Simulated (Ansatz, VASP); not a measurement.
# AgCl in VASP and in Ansatz

File INCAR:

```
PREC = Accurate
ENCUT = 520
EDIFF = 1E-8
ISMEAR = -1
SIGMA = 0.01
LREAL = False
LASPH = True
NELM = 80
ALGO = Normal
ISIF = 2
LWAVE = False
LCHARG = False
GGA = PE
LEFG = True
NBANDS = 16
```

File KPOINTS:

```
regular mesh
0
Gamma
  9 9 9
```

The input POSCAR:

```
AgCl
1.0
    3.4109255069      0.0000000000      0.0000000000
    0.0000000000      3.4109255069      0.0000000000
    0.0000000000      0.0000000000      3.4109255069
Ag Cl
1 1
Direct
    0.0000000000      0.0000000000      0.0000000000
    0.5000000000      0.5000000000      0.5000000000
```

Input for Ansatz:

```yaml
crystal:
  lattice:
    - [3.4109255069, 0.0, 0.0]
    - [0.0, 3.4109255069, 0.0]
    - [0.0, 0.0, 3.4109255069]
  atoms:
    - { symbol: Ag, position: [0.0, 0.0, 0.0] }
    - { symbol: Cl, position: [0.5, 0.5, 0.5] }
kpoints:
  mp_grid: { grid: [9, 9, 9] }
scf:
  occupations: { method: fermi_dirac, width: 0.01 }
hamiltonian:
  xc: pbe
  pseudopotentials: { kind: paw }
output:
  forces: true
  stress: true
  eigenvalues: true
  efg: { contact_densities: true }
```

Change from the starting cell: volume scaled by 0.98, PAW files.

Alike in both runs: task electric field gradients; functional PBE; k mesh 9 × 9 × 9; occupations fermi-dirac, width 0.01 eV; no spin polarisation.

|  | VASP | Ansatz |
| --- | --- | --- |
| version | VASP 6.6.1 | Ansatz 0.2.0 |
| potentials or method | VASP PAW PBE potentials, release 64 (Ag, Cl) | PAW with Ansatz's default frozen-core files, scalar-relativistic |
| plane-wave cutoff (eV) | 520 | 420 |
| valence electrons in the cell | 18 | 26 |

```csv
,VASP,Ansatz,Ansatz less VASP
gap on the k mesh at the Fermi level (eV),0.61,0.61,0.000
pressure (GPa),0.7,0.9,+0.13
```

With one functional, cell and mesh, what is left measures potentials, basis and numerics. VASP's potentials hold 18 valence electrons a cell and Ansatz's 26, so a difference there can come from the potentials and not from the codes.
